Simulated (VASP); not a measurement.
# CdS (I-4m2) in VASP: single point with PBE

Aim: the single point of CdS with PBE.

Everything below comes from runs of VASP 6.6.1. Logs are shortened: lines on timing, memory, paths and dates and some standing lists are left out, and cuts for length are marked.

## Step 1: The cell of the first run

Symmetry: I-4m2, No. 119, tetragonal system. Conventional cell: a = 4.049 Å, b = 4.049 Å, c = 6.012 Å, α = 90.00°, β = 90.00°, γ = 90.00°. Cd (site symmetry -4m2) has 4 S at 2.52 Å within 3.3 Å. Within 3.3 Å of S (site symmetry -4m2) lie 4 Cd at 2.52 Å.

## Step 2: Single point, PBE

Contents of INCAR:

```
ALGO = Normal
EDIFF = 1E-7
ENCUT = 520
GGA = PE
ISIF = 2
ISMEAR = 0
LASPH = True
LCHARG = True
LELF = True
LREAL = False
LVHAR = True
LWAVE = False
NBANDS = 16
NELM = 60
PREC = Accurate
SIGMA = 0.05
```

Contents of KPOINTS:

```
k-points
0
Gamma
  10 10 10
```

Contents of POSCAR:

```
CdS
1.0
    0.0000000000      2.8630563072      3.0062091226
    2.8630563072      0.0000000000      3.0062091226
    2.8630563072      2.8630563072      0.0000000000
Cd S
1 1
Direct
    0.0000000000      0.0000000000      0.0000000000
    0.7500000000      0.7500000000      0.7500000000
```

Potentials or basis: VASP PAW PBE potentials, release 64 (Cd, S).

Command:

```
$ cat potpaw_PBE.64/Cd/POTCAR potpaw_PBE.64/S/POTCAR > POTCAR
$ mpirun -np 1 vasp_std > vasp.out
```

OUTCAR:

```text
EDIFF = 1E-7
   ENCUT = 520
   GGA = PE
   ISIF = 2
   ISMEAR = 0
   LASPH = True
   LREAL = False
   NELM = 60
   PREC = Accurate

 ion  position               nearest neighbor table
   1  0.000  0.000  0.000-   2 2.52   2 2.52   2 2.52   2 2.52
   2  0.750  0.750  0.750-   1 2.52   1 2.52   1 2.52   1 2.52

  LATTYP: Found a body centered tetragonal cell.
 ALAT       =     4.0489730595
 C/A-ratio  =     1.4849242405

  Lattice vectors:

 A1 = (  -2.8630563072,   0.0000000000,   3.0062091226)
 A2 = (   2.8630563072,   0.0000000000,   3.0062091226)
 A3 = (   0.0000000000,   2.8630563072,  -3.0062091226)

Analysis of symmetry for initial positions (statically):
=====================================================================
 Subroutine PRICEL returns:
 Original cell was already a primitive cell.

 Routine SETGRP: Setting up the symmetry group for a
 body centered tetragonal supercell.

 Subroutine GETGRP returns: Found  8 space group operations
 (whereof  8 operations were pure point group operations)
 out of a pool of 16 trial point group operations.

The static configuration has the point symmetry D_2d.

Analysis of symmetry for dynamics (positions and initial velocities):
=====================================================================
 Subroutine PRICEL returns:
 Original cell was already a primitive cell.

 Routine SETGRP: Setting up the symmetry group for a
 body centered tetragonal supercell.

 Subroutine GETGRP returns: Found  8 space group operations
 (whereof  8 operations were pure point group operations)
 out of a pool of 16 trial point group operations.

The dynamic configuration has the point symmetry D_2d.

 Subroutine INISYM returns: Found  8 space group operations
 (whereof  8 operations are pure point group operations),
 and found     1 'primitive' translations

----------------------------------------------------------------------------------------

                                     Primitive cell

  volume of cell :      49.2843

  direct lattice vectors                    reciprocal lattice vectors
     0.000000000  2.863056307  3.006209123    -0.174638549  0.174638549  0.166322428
     2.863056307  0.000000000  3.006209123     0.174638549 -0.174638549  0.166322428
     2.863056307  2.863056307  0.000000000     0.174638549  0.174638549 -0.166322428

  length of vectors
     4.151431645  4.151431645  4.048973059     0.297758956  0.297758956  0.297758956

  position of ions in fractional coordinates (direct lattice)
     0.000000000  0.000000000  0.000000000
     0.750000000  0.750000000  0.750000000

  ion indices of the primitive-cell ions
   primitive index   ion index
                 1           1
                 2           2

----------------------------------------------------------------------------------------

 KPOINTS: k-points

Automatic generation of k-mesh.
 Grid dimensions read from file:
 generate k-points for:   10   10   10

 Generating k-lattice:

  Cartesian coordinates                     Fractional coordinates (reciprocal lattice)
    -0.017463855  0.017463855  0.016632243     0.100000000  0.000000000  0.000000000
     0.017463855 -0.017463855  0.016632243     0.000000000  0.100000000  0.000000000
     0.017463855  0.017463855 -0.016632243     0.000000000  0.000000000  0.100000000

  Length of vectors
     0.029775896  0.029775896  0.029775896

  Shift w.r.t. Gamma in fractional coordinates (k-lattice)
     0.000000000  0.000000000  0.000000000

 Subroutine IBZKPT returns following result:
 ===========================================

 Found    102 irreducible k-points:

 Following reciprocal coordinates:
            Coordinates               Weight
  0.000000  0.000000  0.000000      1.000000
  0.100000  0.000000  0.000000      8.000000
  0.200000  0.000000  0.000000      8.000000
  0.300000  0.000000  0.000000      8.000000
  0.400000  0.000000  0.000000      8.000000
  0.500000  0.000000  0.000000      4.000000
[... 16 lines left out ...]
  0.300000  0.300000  0.000000      2.000000
  0.400000  0.300000  0.000000      8.000000
 [... further k-points ...]
   k-points           NKPTS =    102   k-points in BZ     NKDIM =    102   number of bands    NBANDS=     16
   number of dos      NEDOS =    301   number of ions     NIONS =      2
   total plane-waves  NPLWV =  30720
   dimension x,y,z NGX =    32 NGY =   32 NGZ =   30
   dimension x,y,z NGXF=    64 NGYF=   64 NGZF=   60
   ions per type =               1   1
   NGX,Y,Z   is equivalent  to a cutoff of  12.81, 12.81, 12.32 a.u.
   NGXF,Y,Z  is equivalent  to a cutoff of  25.63, 25.63, 24.64 a.u.
 SYSTEM =  unknown system
   PREC   = accura    normal or accurate (medium, high low for compatibility)
   ISTART =      0    job   : 0-new  1-cont  2-samecut
   ICHARG =      2    charge: 1-file 2-atom 10-const
   ISPIN  =      1    spin polarized calculation?
   LNONCOLLINEAR =      F non collinear calculations
   LSORBIT =      F    spin-orbit coupling
   LASPH  =      T    aspherical Exc in radial PAW
   ENCUT  =  520.0 eV  38.22 Ry    6.18 a.u.   7.72  7.72  7.53*2*pi/ulx,y,z
   NELM   =     60;   NELMIN=  2; NELMDL= -5     # of ELM steps
   EDIFF  = 0.1E-06   stopping-criterion for ELM
   LREAL  =      F    real-space projection
   EDIFFG = 0.1E-05   stopping-criterion for IOM
   NSW    =      0    number of steps for IOM
   IBRION =     -1    ionic relax: 0-MD 1-quasi-New 2-CG
   NFREE  =      0    steps in history (QN), initial steepest desc. (CG)
   ISIF   =      2    stress and relaxation
   ISYM   =      2    0-nonsym 1-usesym 2-fastsym
   POTIM  = 0.5000    time-step for ionic-motion
   TEBEG  =    0.0;   TEEND  =   0.0 temperature during run
   PSTRESS=    0.0 pullay stress
   NELECT =      18.0000    total number of electrons
   NUPDOWN=      -1.0000    fix difference up-down
   EMIN   =  10.00;   EMAX   =-10.00  energy-range for DOS
   EFERMI =   0.00;   METHOD = LEGACY
   ISMEAR =     0;   SIGMA  =   0.05  broadening in eV -4-tet -1-fermi 0-gaus
   EFERMI_NEDOS =   21; number of points for ismear=-14 and -15
   IALGO  =     38    algorithm
   IMIX   =      4    mixing-type and parameters
     AMIX     =   0.40;   BMIX     =  1.00
     AMIX_MAG =   1.60;   BMIX_MAG =  1.00
  volume/ion in A,a.u.               =      24.64       166.29
  Fermi-wavevector in a.u.,A,eV,Ry     =   1.170207  2.211371 18.631605  1.369384
  Thomas-Fermi vector in A             =   2.306669
   LORBIT       =      0    0 simple, 1 ext, 2 COOP (PROOUT), +10 PAW based schemes
   GGA     = PE    functional components
   LHFCALC =     F    Hartree Fock is set to
   AEXX    =    0.0000 exact exchange contribution
   IVDW    =     0    specifies the selected vdW correction
   LEPSILON=     F    determine dielectric tensor
   LRPA    =     F    only Hartree local field effects (RPA)
 non-spin polarized calculation
 Gauss-broadening in eV      SIGMA  =   0.05
  energy-cutoff  :      520.00
  volume of cell :       49.28
 maximum number of plane-waves:      1355
   NGX = 15   NGY = 15   NGZ = 15

 number of electron      18.0000003 magnetization

 Free energy of the ion-electron system (eV)
  ---------------------------------------------------
  ext. energy  EPLUGINS =         0.00000000
  ---------------------------------------------------
  free energy    TOTEN  =        -6.11021111 eV

  energy without entropy =       -6.11021111  energy(sigma->0) =       -6.11021111

 E-fermi :   1.6714     XC(G=0):  -9.1837

 val. band max:        1.4204622597   @ k =   0.0000   0.0000   0.0000
 cond. band min:       2.5277831947   @ k =   0.0000   0.0000   0.0000
 fundamental gap:      1.1073209349
 Fermi energy:         1.6714026300

 k-point     1 :       0.0000    0.0000    0.0000
  band No.  band energies     occupation
      1     -11.0355      2.00000
      2      -6.4002      2.00000
      3      -6.3680      2.00000
      4      -6.3680      2.00000
      5      -5.9032      2.00000
      6      -5.8834      2.00000
[... 8 lines left out ...]
     15      12.9124      0.00000
     16      13.1990      0.00000

 k-point     2 :       0.1000    0.0000    0.0000
  band No.  band energies     occupation
      1     -10.9943      2.00000
      2      -6.3807      2.00000
      3      -6.3529      2.00000
      4      -6.3395      2.00000
      5      -5.9025      2.00000
      6      -5.8856      2.00000
[... 8 lines left out ...]
     15      12.6896      0.00000
     16      13.3639      0.00000

 k-point     3 :       0.2000    0.0000    0.0000
  band No.  band energies     occupation
      1     -10.8858      2.00000
      2      -6.3407      2.00000
      3      -6.3154      2.00000
      4      -6.2294      2.00000
      5      -5.8962      2.00000
      6      -5.8883      2.00000
[... 8 lines left out ...]
     15      12.1730      0.00000
     16      13.1108      0.00000

 k-point     4 :       0.3000    0.0000    0.0000
  band No.  band energies     occupation
      1     -10.7513      2.00000
      2      -6.3032      2.00000
      3      -6.2748      2.00000
      4      -6.0096      2.00000
      5      -5.8838      2.00000
      6      -5.8751      2.00000
[... 8 lines left out ...]
     15      12.2985      0.00000
     16      12.6617      0.00000

 k-point     5 :       0.4000    0.0000    0.0000
  band No.  band energies     occupation
      1     -10.6429      2.00000
      2      -6.2811      2.00000
      3      -6.2484      2.00000
      4      -5.8718      2.00000
      5      -5.8607      2.00000
      6      -5.6904      2.00000
[... 8 lines left out ...]
     15      13.0944      0.00000
     16      13.2812      0.00000

 k-point     6 :       0.5000    0.0000    0.0000
  band No.  band energies     occupation
      1     -10.6018      2.00000
      2      -6.2747      2.00000
      3      -6.2402      2.00000
      4      -5.8649      2.00000
      5      -5.8466      2.00000
      6      -5.5093      2.00000
[... 8 lines left out ...]
     15      13.8114      0.00000
     16      14.0385      0.00000

 k-point     7 :       0.1000    0.1000    0.0000
  band No.  band energies     occupation
      1     -10.9834      2.00000
      2      -6.3720      2.00000
      3      -6.3393      2.00000
      4      -6.3393      2.00000
      5      -5.9151      2.00000
      6      -5.8764      2.00000
[... 8 lines left out ...]
     15      13.2510      0.00000
     16      13.5704      0.00000

 k-point     8 :       0.2000    0.1000    0.0000
  band No.  band energies     occupation
      1     -10.8996      2.00000
      2      -6.3368      2.00000
      3      -6.3014      2.00000
      4      -6.2653      2.00000
      5      -5.9221      2.00000
      6      -5.8711      2.00000
[... 8 lines left out ...]
     15      12.9691      0.00000
     16      14.1096      0.00000

 k-point     9 :       0.3000    0.1000    0.0000
  band No.  band energies     occupation
      1     -10.7746      2.00000
      2      -6.3016      2.00000
      3      -6.2581      2.00000
      4      -6.0834      2.00000
      5      -5.9106      2.00000
      6      -5.8658      2.00000
[... 8 lines left out ...]
     15      12.8893      0.00000
     16      13.5181      0.00000
[... 172 lines left out ...]
 k-point    19 :       0.5000    0.2000    0.0000
  band No.  band energies     occupation
      1     -10.5642      2.00000
      2      -6.2347      2.00000
      3      -6.1635      2.00000
      4      -5.9325      2.00000
      5      -5.8532      2.00000
      6      -5.5125      2.00000
[... 8 lines left out ...]
     15      13.9866      0.00000
     16      14.5286      0.00000

 k-point    20 :      -0.4000    0.2000    0.0000
  band No.  band energies     occupation
      1     -10.5514      2.00000
      2      -6.2364      2.00000
      3      -6.1736      2.00000
      4      -5.9009      2.00000
      5      -5.8774      2.00000
      6      -5.4253      2.00000
[... 8 lines left out ...]
     15      12.9729      0.00000
     16      14.2805      0.00000

 k-point    21 :      -0.3000    0.2000    0.0000
  band No.  band energies     occupation
      1     -10.6036      2.00000
      2      -6.2438      2.00000
      3      -6.2051      2.00000
      4      -5.9216      2.00000
      5      -5.9035      2.00000
      6      -5.6037      2.00000
[... 8 lines left out ...]
     15      13.8649      0.00000
     16      14.5108      0.00000

 k-point    22 :      -0.2000    0.2000    0.0000
  band No.  band energies     occupation
      1     -10.7022      2.00000
      2      -6.2666      2.00000
      3      -6.2523      2.00000
      4      -6.0214      2.00000
      5      -5.9135      2.00000
      6      -5.7819      2.00000
[... 8 lines left out ...]
     15      13.4922      0.00000
     16      14.5257      0.00000

 k-point    23 :       0.3000    0.3000    0.0000
  band No.  band energies     occupation
      1     -10.6755      2.00000
      2      -6.1601      2.00000
      3      -6.1548      2.00000
      4      -6.1548      2.00000
      5      -5.8961      2.00000
      6      -5.8351      2.00000
[... 8 lines left out ...]
     15      13.6038      0.00000
     16      16.8235      0.00000

 k-point    24 :       0.4000    0.3000    0.0000
  band No.  band energies     occupation
      1     -10.5921      2.00000
      2      -6.1698      2.00000
      3      -6.1113      2.00000
      4      -6.0657      2.00000
      5      -5.8287      2.00000
      6      -5.7535      2.00000
[... 8 lines left out ...]
     15      13.8519      0.00000
     16      15.9512      0.00000

 [... further k-points ...]
[... 5 lines left out ...]
  --------------------------------------------------------------------------------------
  -------------------------------------------------------------------------------------
  Total        1.1951365      1.1951365      0.9253440      0.0000000      0.0000000      0.0000000
  in kB       38.8525140     38.8525140     30.0818705      0.0000000      0.0000000      0.0000000
  external PRESSURE =      35.9289662 kB  Pullay stress =       0.0000000 kB

 VOLUME and BASIS-vectors are now :
 -----------------------------------------------------------------------------
  energy-cutoff  :      520.00
  volume of cell :       49.28
      direct lattice vectors                 reciprocal lattice vectors
     0.000000000  2.863056307  3.006209123    -0.174638549  0.174638549  0.166322428
     2.863056307  0.000000000  3.006209123     0.174638549 -0.174638549  0.166322428
     2.863056307  2.863056307  0.000000000     0.174638549  0.174638549 -0.166322428

 POSITION                                       TOTAL-FORCE (eV/Angst)
 -----------------------------------------------------------------------------------
      0.00000      0.00000      0.00000        -0.000000     -0.000000      0.000000
      4.29458      4.29458      4.50931         0.000000      0.000000     -0.000000
 -----------------------------------------------------------------------------------
    total drift:                               -0.000001     -0.000001      0.000001

  FREE ENERGIE OF THE ION-ELECTRON SYSTEM (eV)
  ---------------------------------------------------
  free  energy   TOTEN  =        -6.1102111137 eV

  energy  without entropy=       -6.1102111137  energy(sigma->0) =       -6.11021111
```

Run time: 34 s. Hardware: 1 thread of Intel Xeon 6975P-C (Granite Rapids), shared host; peak memory 0.23 GiB.

Results:

- Free energy: -6.1102 eV
- Pressure: 3.6 GPa
- Band gap on the k mesh: 1.11 eV, direct
